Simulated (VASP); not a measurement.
H10SO4: single point with PBE+D3(BJ)

H10SO4:

```xyz
15
Lattice="6.1622 0.0000 0.0000 0.0000 6.1622 0.0000 0.0000 0.0000 6.1622" Properties=species:S:1:pos:R:3 pbc="T T T"
O     4.1841    3.8280   -0.1048
O     5.3594    0.8969   -0.2827
O     0.0446    4.8205    1.4713
O     5.5558    3.2701    3.6325
H     4.9932    4.0561    0.4306
H     4.1219    2.8634    0.1117
H     6.2854    1.0856   -0.2652
H     5.2767   -0.0114   -0.0413
H     0.0119    4.3470    2.3741
H     0.8993    5.3211    1.4628
H     4.9039    3.5982    4.3576
H     4.9857    2.5547    3.2463
H     3.5726    0.2262    2.0225
H     2.4774    0.6340    3.6834
S     2.6477    1.1014    2.4246
```

```json
{
  "Program": "VASP 6.6.1",
  "Task": "single point",
  "Functional": "PBE",
  "Dispersion": "D3(BJ)",
  "Potentials or basis": "VASP PAW PBE potentials, release 64 (O, H, S)",
  "Cutoff": "520 eV",
  "k mesh": "1 × 1 × 1",
  "Occupations": "fermi-dirac, width 0.05 eV",
  "Spin": "no spin polarisation",
  "Dipole correction": "no",
  "Further INCAR settings": "LREAL = Auto; ALGO = Normal; EDIFF = 1e-06; NBANDS = 33"
}
```

```
Pressure                   : -0.7 GPa
Largest force              : 1.948 eV/Å
Band gap on the k mesh     : 4.26 eV
Dispersion energy per atom : -0.029 eV
```

Forces on the atoms (eV/Å):
```
O    0.265 -0.848  0.344
O   -1.375  1.275 -0.530
O    0.751 -0.007  0.889
O   -1.605 -0.117  0.570
H   -0.121  0.295 -0.138
H   -0.133  0.520 -0.373
H    1.257  0.359  0.032
H   -0.027 -1.443  0.549
H   -0.329  0.268 -0.805
H   -0.589 -0.361  0.038
H    1.180 -0.210 -0.506
H    0.610  0.344  0.014
H    0.293 -0.391  0.229
H    0.260 -0.190 -0.281
S   -0.435  0.505 -0.032
```

Stress tensor (GPa, compression positive):
```
-0.74 -0.11  0.38
-0.11  0.21 -0.34
 0.38 -0.34 -1.47
```

Levels at points of the mesh, in eV from the valence-band top:
```
           k point  band 16  band 17  band 18  band 19  band 20  band 21  band 22  band 23  band 24  band 25
(0.00, 0.00, 0.00)    -0.85    -0.58    -0.49    -0.23     0.00     4.26     5.84     7.13     7.67     8.17
```

Run time: 14 s on 1 thread of Intel(R) Xeon(R) Platinum 8488C (Sapphire Rapids), with other jobs on the host, peak memory 0.3 GiB.

Caveat: the k points lie up to 1.02 Å⁻¹ apart.
